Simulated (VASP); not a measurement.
# MgF2 (P4_2/mnm) in VASP: notebook

MgF2 is run at these levels: r2SCAN; tasks: single point.

Program: VASP 6.6.1. These are calculated values, not measurements. Logs are shortened: lines on timing, memory, paths and dates and some standing lists are left out, and cuts for length are marked.

## 1. The cell of the first run

It takes space group P4_2/mnm (No. 136, tetragonal). The conventional cell has a = 4.622 Å, b = 4.622 Å, c = 2.985 Å, α = 90.00°, β = 90.00°, γ = 90.00°. Within 2.6 Å of Mg (site symmetry mmm) lie 6 F at 1.97 to 1.98 Å. F (site symmetry m2m) has 3 Mg at 1.97 to 1.98 Å and 1 F at 2.59 Å within 2.6 Å.

## 2. Single point, r2SCAN (uniaxial z strain -2.0%)

POSCAR reads:

```
MgF2
1.0
    4.6220159946      0.0000000000      0.0000000000
    0.0000000000      4.6220159946      0.0000000000
    0.0000000000      0.0000000000      2.9851895244
Mg F
2 4
Direct
    0.0000000000      0.0000000000      0.0000000000
    0.5000000000      0.5000000000      0.5000000000
    0.3019912740      0.3019912740      0.0000000000
    0.1980087260      0.8019912740      0.5000000000
    0.8019912740      0.1980087260      0.5000000000
    0.6980087260      0.6980087260      0.0000000000
```

INCAR.step1 reads:

```
SYSTEM = MgF2
ALGO = Normal ; EDIFF = 1E-5
ENCUT = 660 ; GGA = PE
GGA_COMPAT = .FALSE. ; ISMEAR = 0
LASPH = .TRUE. ; LCHARG = .FALSE.
LREAL = .FALSE. ; LWAVE = .TRUE.
NBANDS = 25 ; NELM = 120
PREC = Accurate ; SIGMA = 0.01
```

INCAR.step2 reads:

```
SYSTEM = MgF2
ALGO = Normal ; EDIFF = 1E-6
ENCUT = 660 ; GGA_COMPAT = .FALSE.
ISIF = 2 ; ISMEAR = 0
ISTART = 1 ; LASPH = .TRUE.
LCHARG = .FALSE. ; LMIXTAU = .TRUE.
LREAL = .FALSE. ; LWAVE = .FALSE.
METAGGA = R2SCAN ; NBANDS = 25
NELM = 120 ; PREC = Accurate
SIGMA = 0.01
```

KPOINTS reads:

```
k-points
0
G
  6 6 8
  0 0 0
```

Potentials or basis: VASP PAW PBE potentials, release 64 (Mg, F).

Launch:

```sh
$ cat potpaw_PBE.64/Mg/POTCAR potpaw_PBE.64/F/POTCAR > POTCAR
$ cp INCAR.step1 INCAR
$ mpirun -np 1 vasp_std > vasp.out
$ cp INCAR.step2 INCAR
$ mpirun -np 1 vasp_std > vasp.out
```

OUTCAR:

```text
SYSTEM = MgF2
   EDIFF = 1E-6
   ENCUT = 660
   ISIF = 2
   ISMEAR = 0
   ISTART = 1
   LASPH = .TRUE.
   LREAL = .FALSE.
   METAGGA = R2SCAN
   NELM = 120
   PREC = Accurate

 ion  position               nearest neighbor table
   1  0.000  0.000  0.000-   3 1.97   6 1.97   5 1.98   4 1.98   4 1.98   5 1.98   2 3.59   2 3.59
                             2 3.59   2 3.59   2 3.59   2 3.59   2 3.59   2 3.59
   2  0.500  0.500  0.500-   4 1.97   5 1.97   3 1.98   6 1.98   3 1.98   6 1.98   1 3.59   1 3.59
                             1 3.59   1 3.59   1 3.59   1 3.59   1 3.59   1 3.59
   3  0.302  0.302  0.000-   1 1.97   2 1.98   2 1.98
   4  0.198  0.802  0.500-   2 1.97   1 1.98   1 1.98
   5  0.802  0.198  0.500-   2 1.97   1 1.98   1 1.98
   6  0.698  0.698  0.000-   1 1.97   2 1.98   2 1.98

  LATTYP: Found a simple tetragonal cell.
 ALAT       =     4.6220159946
 C/A-ratio  =     0.6458630883

  Lattice vectors:

 A1 = (   4.6220159946,   0.0000000000,   0.0000000000)
 A2 = (   0.0000000000,   4.6220159946,   0.0000000000)
 A3 = (   0.0000000000,   0.0000000000,   2.9851895244)

Analysis of symmetry for initial positions (statically):
=====================================================================
 Subroutine PRICEL returns:
 Original cell was already a primitive cell.

 Routine SETGRP: Setting up the symmetry group for a
 simple tetragonal supercell.

 Subroutine GETGRP returns: Found 16 space group operations
 (whereof  8 operations were pure point group operations)
 out of a pool of 16 trial point group operations.

The static configuration has the point symmetry D_2h.
 The point group associated with its full space group is D_4h.

Analysis of symmetry for dynamics (positions and initial velocities):
=====================================================================
 Subroutine PRICEL returns:
 Original cell was already a primitive cell.

 Routine SETGRP: Setting up the symmetry group for a
 simple tetragonal supercell.

 Subroutine GETGRP returns: Found 16 space group operations
 (whereof  8 operations were pure point group operations)
 out of a pool of 16 trial point group operations.

The dynamic configuration has the point symmetry D_2h.
 The point group associated with its full space group is D_4h.

 Subroutine INISYM returns: Found 16 space group operations
 (whereof  8 operations are pure point group operations),
 and found     1 'primitive' translations

----------------------------------------------------------------------------------------

                                     Primitive cell

  volume of cell :      63.7727

  direct lattice vectors                    reciprocal lattice vectors
     4.622015995  0.000000000  0.000000000     0.216355807  0.000000000  0.000000000
     0.000000000  4.622015995  0.000000000     0.000000000  0.216355807  0.000000000
     0.000000000  0.000000000  2.985189524     0.000000000  0.000000000  0.334987106

  length of vectors
     4.622015995  4.622015995  2.985189524     0.216355807  0.216355807  0.334987106

  position of ions in fractional coordinates (direct lattice)
     0.000000000  0.000000000  0.000000000
     0.500000000  0.500000000  0.500000000
     0.301991274  0.301991274  0.000000000
     0.198008726  0.801991274  0.500000000
     0.801991274  0.198008726  0.500000000
     0.698008726  0.698008726  0.000000000

  ion indices of the primitive-cell ions
   primitive index   ion index
                 1           1
                 2           2
                 3           3
                 4           4
                 5           5
                 6           6

----------------------------------------------------------------------------------------

 KPOINTS: k-points

Automatic generation of k-mesh.
 Grid dimensions read from file:
 generate k-points for:    6    6    8

 Generating k-lattice:

  Cartesian coordinates                     Fractional coordinates (reciprocal lattice)
     0.036059301  0.000000000  0.000000000     0.166666667  0.000000000  0.000000000
     0.000000000  0.036059301  0.000000000     0.000000000  0.166666667  0.000000000
     0.000000000  0.000000000  0.041873388     0.000000000  0.000000000  0.125000000

  Length of vectors
     0.036059301  0.036059301  0.041873388

  Shift w.r.t. Gamma in fractional coordinates (k-lattice)
     0.000000000  0.000000000  0.000000000

 Subroutine IBZKPT returns following result:
 ===========================================

 Found     50 irreducible k-points:

 Following reciprocal coordinates:
            Coordinates               Weight
  0.000000  0.000000  0.000000      1.000000
  0.166667  0.000000  0.000000      4.000000
  0.333333  0.000000  0.000000      4.000000
  0.500000  0.000000  0.000000      2.000000
  0.166667  0.166667  0.000000      4.000000
  0.333333  0.166667  0.000000      8.000000
[... 16 lines left out ...]
  0.333333  0.000000  0.250000      8.000000
  0.500000  0.000000  0.250000      4.000000
 [... further k-points ...]
   k-points           NKPTS =     50   k-points in BZ     NKDIM =     50   number of bands    NBANDS=     25
   number of dos      NEDOS =    301   number of ions     NIONS =      6
   total plane-waves  NPLWV =  44800
   dimension x,y,z NGX =    40 NGY =   40 NGZ =   28
   dimension x,y,z NGXF=    80 NGYF=   80 NGZF=   56
   ions per type =               2   4
   NGX,Y,Z   is equivalent  to a cutoff of  14.39, 14.39, 15.59 a.u.
   NGXF,Y,Z  is equivalent  to a cutoff of  28.77, 28.77, 31.19 a.u.
 SYSTEM =  MgF2
   PREC   = accura    normal or accurate (medium, high low for compatibility)
   ISTART =      1    job   : 0-new  1-cont  2-samecut
   ICHARG =      0    charge: 1-file 2-atom 10-const
   ISPIN  =      1    spin polarized calculation?
   LNONCOLLINEAR =      F non collinear calculations
   LSORBIT =      F    spin-orbit coupling
   LASPH  =      T    aspherical Exc in radial PAW
   ENCUT  =  660.0 eV  48.51 Ry    6.96 a.u.   9.68  9.68  6.25*2*pi/ulx,y,z
   NELM   =    120;   NELMIN=  2; NELMDL=  0     # of ELM steps
   EDIFF  = 0.1E-05   stopping-criterion for ELM
   LREAL  =      F    real-space projection
[... 7 lines left out ...]
   TEBEG  =    0.0;   TEEND  =   0.0 temperature during run
   PSTRESS=    0.0 pullay stress
   NELECT =      32.0000    total number of electrons
   NUPDOWN=      -1.0000    fix difference up-down
   EMIN   =  10.00;   EMAX   =-10.00  energy-range for DOS
   EFERMI =   0.00;   METHOD = LEGACY
   ISMEAR =     0;   SIGMA  =   0.01  broadening in eV -4-tet -1-fermi 0-gaus
   EFERMI_NEDOS =   21; number of points for ismear=-14 and -15
   IALGO  =     38    algorithm
   IMIX   =      4    mixing-type and parameters
     AMIX     =   0.40;   BMIX     =  1.00
     AMIX_MAG =   1.60;   BMIX_MAG =  1.00
  volume/ion in A,a.u.               =      10.63        71.73
  Fermi-wavevector in a.u.,A,eV,Ry     =   1.300908  2.458360 23.025975  1.692361
  Thomas-Fermi vector in A             =   2.432076
   LORBIT       =      0    0 simple, 1 ext, 2 COOP (PROOUT), +10 PAW based schemes
   METAGGA = R2SCAN    functional components
   LHFCALC =     F    Hartree Fock is set to
   AEXX    =    0.0000 exact exchange contribution
   IVDW    =     0    specifies the selected vdW correction
   LEPSILON=     F    determine dielectric tensor
   LRPA    =     F    only Hartree local field effects (RPA)
 non-spin polarized calculation
 Gauss-broadening in eV      SIGMA  =   0.01
  energy-cutoff  :      660.00
  volume of cell :       63.77
 maximum number of plane-waves:      2512
 NGX is ok and might be reduce to    40
   NGX = 19   NGY = 19   NGZ = 13

 number of electron      32.0000017 magnetization

 Free energy of the ion-electron system (eV)
  ---------------------------------------------------
  ext. energy  EPLUGINS =         0.00000000
  ---------------------------------------------------
  free energy    TOTEN  =       -43.84830086 eV

  energy without entropy =      -43.84830086  energy(sigma->0) =      -43.84830086

 E-fermi :  -1.5771     XC(G=0): -10.3604

 val. band max:       -1.7324930536   @ k =   0.0000   0.0000   0.0000
 cond. band min:       6.4725156195   @ k =   0.0000   0.0000   0.0000
 fundamental gap:      8.2050086730
 Fermi energy:        -1.5770545731

 k-point     1 :       0.0000    0.0000    0.0000
  band No.  band energies     occupation
      1     -23.6888      2.00000
      2     -22.8897      2.00000
      3     -22.8897      2.00000
      4     -22.7778      2.00000
      5      -5.8955      2.00000
      6      -4.3549      2.00000
[... 17 lines left out ...]
     24      18.2883      0.00000
     25      18.2883      0.00000

 k-point     2 :       0.1667    0.0000    0.0000
  band No.  band energies     occupation
      1     -23.6439      2.00000
      2     -22.9723      2.00000
      3     -22.8765      2.00000
      4     -22.7594      2.00000
      5      -5.7917      2.00000
      6      -4.3104      2.00000
[... 17 lines left out ...]
     24      17.9934      0.00000
     25      18.3387      0.00000

 k-point     3 :       0.3333    0.0000    0.0000
  band No.  band energies     occupation
      1     -23.5184      2.00000
      2     -23.1412      2.00000
      3     -22.8413      2.00000
      4     -22.7634      2.00000
      5      -5.5184      2.00000
      6      -4.7168      2.00000
[... 17 lines left out ...]
     24      17.5839      0.00000
     25      18.0607      0.00000

 k-point     4 :       0.5000    0.0000    0.0000
  band No.  band energies     occupation
      1     -23.3379      2.00000
      2     -23.3379      2.00000
      3     -22.7972      2.00000
      4     -22.7972      2.00000
      5      -5.1465      2.00000
      6      -5.1465      2.00000
[... 17 lines left out ...]
     24      17.2595      0.00000
     25      18.0241      0.00000

 k-point     5 :       0.1667    0.1667    0.0000
  band No.  band energies     occupation
      1     -23.6012      2.00000
      2     -22.9973      2.00000
      3     -22.9027      2.00000
      4     -22.7567      2.00000
      5      -5.6935      2.00000
      6      -4.3753      2.00000
[... 17 lines left out ...]
     24      18.0674      0.00000
     25      18.2020      0.00000

 k-point     6 :       0.3333    0.1667    0.0000
  band No.  band energies     occupation
      1     -23.4819      2.00000
      2     -23.1312      2.00000
      3     -22.8785      2.00000
      4     -22.7780      2.00000
      5      -5.4367      2.00000
      6      -4.7129      2.00000
[... 17 lines left out ...]
     24      17.7904      0.00000
     25      18.0446      0.00000
[... 393 lines left out ...]
 k-point    21 :       0.0000    0.0000    0.2500
  band No.  band energies     occupation
      1     -23.4745      2.00000
      2     -22.8446      2.00000
      3     -22.8446      2.00000
      4     -22.8198      2.00000
      5      -5.5052      2.00000
      6      -4.1183      2.00000
[... 17 lines left out ...]
     24      17.5224      0.00000
     25      17.7479      0.00000

 k-point    22 :       0.1667    0.0000    0.2500
  band No.  band energies     occupation
      1     -23.4388      2.00000
      2     -22.9199      2.00000
      3     -22.8378      2.00000
      4     -22.7897      2.00000
      5      -5.4257      2.00000
      6      -4.2774      2.00000
[... 17 lines left out ...]
     24      17.1692      0.00000
     25      17.7798      0.00000

 k-point    23 :       0.3333    0.0000    0.2500
  band No.  band energies     occupation
      1     -23.3396      2.00000
      2     -23.0483      2.00000
      3     -22.8199      2.00000
      4     -22.7839      2.00000
      5      -5.2052      2.00000
      6      -4.5714      2.00000
[... 17 lines left out ...]
     24      16.4093      0.00000
     25      16.9672      0.00000

 k-point    24 :       0.5000    0.0000    0.2500
  band No.  band energies     occupation
      1     -23.1989      2.00000
      2     -23.1989      2.00000
      3     -22.7983      2.00000
      4     -22.7983      2.00000
      5      -4.9003      2.00000
      6      -4.9003      2.00000
[... 17 lines left out ...]
     24      15.9134      0.00000
     25      17.4067      0.00000

 [... further k-points ...]
[... 5 lines left out ...]
  --------------------------------------------------------------------------------------
  -------------------------------------------------------------------------------------
  Total       -0.0307001     -0.0307001      1.1400946      0.0000000      0.0000000      0.0000000
  in kB       -0.7712864     -0.7712864     28.6428789      0.0000000      0.0000000      0.0000000
  external PRESSURE =       9.0334354 kB  Pullay stress =       0.0000000 kB

 VOLUME and BASIS-vectors are now :
 -----------------------------------------------------------------------------
  energy-cutoff  :      660.00
  volume of cell :       63.77
      direct lattice vectors                 reciprocal lattice vectors
     4.622015995  0.000000000  0.000000000     0.216355807  0.000000000  0.000000000
     0.000000000  4.622015995  0.000000000     0.000000000  0.216355807  0.000000000
     0.000000000  0.000000000  2.985189524     0.000000000  0.000000000  0.334987106

 POSITION                                       TOTAL-FORCE (eV/Angst)
 -----------------------------------------------------------------------------------
      0.00000      0.00000      0.00000         0.000000     -0.000000     -0.000000
      2.31101      2.31101      1.49259         0.000000     -0.000000     -0.000000
      1.39581      1.39581      0.00000         0.004841      0.004841     -0.000000
      0.91520      3.70682      1.49259        -0.004841      0.004841     -0.000000
      3.70682      0.91520      1.49259         0.004841     -0.004841      0.000000
      3.22621      3.22621      0.00000        -0.004841     -0.004841      0.000000
 -----------------------------------------------------------------------------------
    total drift:                               -0.000000      0.000000      0.000000

  FREE ENERGIE OF THE ION-ELECTRON SYSTEM (eV)
  ---------------------------------------------------
  free  energy   TOTEN  =       -43.8483008590 eV

  energy  without entropy=      -43.8483008590  energy(sigma->0) =      -43.84830086
```

Run time: 2.3 min. Hardware: 1 thread of Intel Xeon 6975P-C (Granite Rapids), shared host; peak memory 0.27 GiB.

What came out:

```
Free energy            : -43.8483 eV
Pressure               : 0.9 GPa
Largest force          : 0.007 eV/Å
Band gap on the k mesh : 8.21 eV
```

Forces on the atoms (eV/Å):
```
Mg   0.000  0.000  0.000
Mg   0.000  0.000  0.000
F    0.005  0.005  0.000
F   -0.005  0.005  0.000
F    0.005 -0.005  0.000
F   -0.005 -0.005  0.000
```

Stress tensor (GPa, compression positive):
```
-0.08  0.00  0.00
 0.00 -0.08  0.00
 0.00  0.00  2.86
```

Caveat: the cell differs from its parent crystal (uniaxial z strain -2.0%); the structure was generated, so it needn't be the stable form of MgF2; the PAW data sets were made with another functional, which shifts forces and pressure a little. A k mesh can miss the band edges.

## 3. Single point, r2SCAN (uniaxial z strain -1.0%)

POSCAR reads:

```
MgF2
1.0
    4.6220159946      0.0000000000      0.0000000000
    0.0000000000      4.6220159946      0.0000000000
    0.0000000000      0.0000000000      3.0156506419
Mg F
2 4
Direct
    0.0000000000      0.0000000000      0.0000000000
    0.5000000000      0.5000000000      0.5000000000
    0.3024930229      0.3024930229      0.0000000000
    0.1975069771      0.8024930229      0.5000000000
    0.8024930229      0.1975069771      0.5000000000
    0.6975069771      0.6975069771      0.0000000000
```

INCAR.step1 reads:

```
SYSTEM = MgF2
PREC = Accurate ; ENCUT = 660
ISMEAR = 0 ; SIGMA = 0.01
LREAL = .FALSE. ; LASPH = .TRUE.
NELM = 120 ; NBANDS = 25
GGA = PE ; ALGO = Normal
EDIFF = 1E-5 ; LWAVE = .TRUE.
LCHARG = .FALSE. ; GGA_COMPAT = .FALSE.
```

INCAR.step2 reads:

```
SYSTEM = MgF2
PREC = Accurate ; ENCUT = 660
EDIFF = 1E-6 ; ISMEAR = 0
SIGMA = 0.01 ; LREAL = .FALSE.
LASPH = .TRUE. ; NELM = 120
ALGO = Normal ; ISIF = 2
LWAVE = .FALSE. ; LCHARG = .FALSE.
METAGGA = R2SCAN ; LMIXTAU = .TRUE.
NBANDS = 25 ; ISTART = 1
GGA_COMPAT = .FALSE.
```

KPOINTS reads:

```
regular mesh
0
G
  6 6 8
  0 0 0
```

Potentials or basis: VASP PAW PBE potentials, release 64 (Mg, F).

Launch:

```sh
$ cat potpaw_PBE.64/Mg/POTCAR potpaw_PBE.64/F/POTCAR > POTCAR
$ cp INCAR.step1 INCAR
$ mpirun -np 1 vasp_std > vasp.out
$ cp INCAR.step2 INCAR
$ mpirun -np 1 vasp_std > vasp.out
```

Wall time 2.1 min (1 thread of Intel Xeon 6975P-C (Granite Rapids), shared host); peak memory 0.26 GiB.

The run converged. Its results:

| Quantity | Value |
| --- | --- |
| Free energy | -43.8580 eV |
| Pressure | -0.3 GPa |
| Largest force | 0.007 eV/Å |
| Band gap on the k mesh | 8.12 eV |

Forces on the atoms (eV/Å):
```
Mg   0.000  0.000  0.000
Mg   0.000  0.000  0.000
F    0.005  0.005  0.000
F   -0.005  0.005  0.000
F    0.005 -0.005  0.000
F   -0.005 -0.005  0.000
```

Stress tensor (GPa, compression positive):
```
-0.76  0.00  0.00
 0.00 -0.76  0.00
 0.00  0.00  0.60
```

Levels at points of the mesh, in eV from the valence-band top:
| k point | band 12 | band 13 | band 14 | band 15 | band 16 | band 17 | band 18 | band 19 | band 20 | band 21 |
| --- | --- | --- | --- | --- | --- | --- | --- | --- | --- | --- |
| (0.00, 0.00, 0.00) | -1.23 | -0.71 | -0.34 | -0.34 | 0.00 | 8.12 | 13.37 | 13.37 | 14.98 | 15.50 |
| (0.50, 0.00, 0.00) | -1.42 | -0.97 | -0.97 | -0.39 | -0.39 | 10.56 | 10.56 | 14.68 | 14.68 | 16.70 |
| (0.50, 0.50, 0.00) | -1.28 | -0.98 | -0.98 | -0.82 | -0.82 | 12.31 | 12.31 | 12.44 | 12.44 | 18.66 |
| (0.00, 0.00, 0.50) | -1.47 | -1.18 | -1.18 | -0.88 | -0.88 | 13.02 | 13.02 | 16.20 | 16.20 | 16.52 |
| (0.50, 0.00, 0.50) | -1.40 | -0.76 | -0.76 | -0.69 | -0.69 | 13.88 | 13.88 | 14.74 | 14.74 | 17.03 |
| (0.50, 0.50, 0.50) | -1.44 | -0.64 | -0.64 | -0.50 | -0.50 | 14.36 | 14.36 | 14.62 | 14.62 | 15.84 |

Caveat: the cell differs from its parent crystal (uniaxial z strain -1.0%); the structure was generated, so it needn't be the stable form of MgF2; the PAW data sets were made with another functional, which shifts forces and pressure a little.

(Continued in part 2 of 2.)
